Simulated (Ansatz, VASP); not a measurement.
**Al in VASP and in Ansatz**

INCAR

```
SYSTEM = Al
  ALGO = Fast
  EDIFF = 1E-7
  ENCUT = 520
  GGA = PE
  ISIF = 2
  ISMEAR = 0
  IVDW = 12
  LASPH = .True.
  LCHARG = .True.
  LELF = .True.
  LREAL = .False.
  LVHAR = .True.
  LWAVE = .False.
  NBANDS = 14
  NELM = 100
  PREC = Accurate
  SIGMA = 0.15
```

File KPOINTS:

```
k-points
0
Gamma
  18 18 6
  0 0 0
```

File POSCAR:

```
Al
1.0
    2.7376286016      0.0000000000      0.0000000000
   -1.3688143008      2.3708559151      0.0000000000
    0.0000000000      0.0000000000      8.9884898842
Al
4
Direct
    0.0000000000      0.0000000000      0.0000000000
    0.3333333333      0.6666666667      0.2500000000
    0.0000000000      0.0000000000      0.5000000000
    0.6666666667      0.3333333333      0.7500000000
```

Input for Ansatz:

```yaml
crystal:
  lattice:
    - [2.7376286016, 0.0, 0.0]
    - [-1.3688143008, 2.3708559151, 0.0]
    - [0.0, 0.0, 8.9884898842]
  atoms:
    - { symbol: Al, position: [0.0, 0.0, 0.0] }
    - { symbol: Al, position: [0.3333333333, 0.6666666667, 0.25] }
    - { symbol: Al, position: [0.0, 0.0, 0.5] }
    - { symbol: Al, position: [0.6666666667, 0.3333333333, 0.75] }
basis:
  ecutwfc: 420
kpoints:
  mp_grid: { grid: [18, 18, 6] }
hamiltonian:
  xc: pbe
  dispersion: d3bj
scf:
  occupations: { method: gaussian, width: 0.15 }
output:
  forces: true
  stress: true
  eigenvalues: true
```

Alike in both runs: task single point; functional PBE; dispersion D3(BJ); k mesh 18 × 18 × 6; occupations gaussian, width 0.15 eV; no spin polarisation.

```csv
,VASP,Ansatz
version,VASP 6.6.1,Ansatz 0.2.0
potentials or method,"VASP PAW PBE potentials, release 64 (Al), cutoff 520 eV","scalar-relativistic, plane waves, PAW"
valence electrons in the cell,12,12
```

VASP gave:

| Item | Value |
| --- | --- |
| gap on the k mesh at the Fermi level (eV) | none |
| pressure (GPa) | 8.5 |
| traceless stress, the component that is largest in VASP (GPa) | -0.11 |

Estimate Ansatz's values.

gap on the k mesh at the Fermi level (eV): none; pressure (GPa): 8.6; traceless stress, the component that is largest in VASP (GPa): -0.11.

A gap of «none» marks a metal or a gap that the smearing closes.
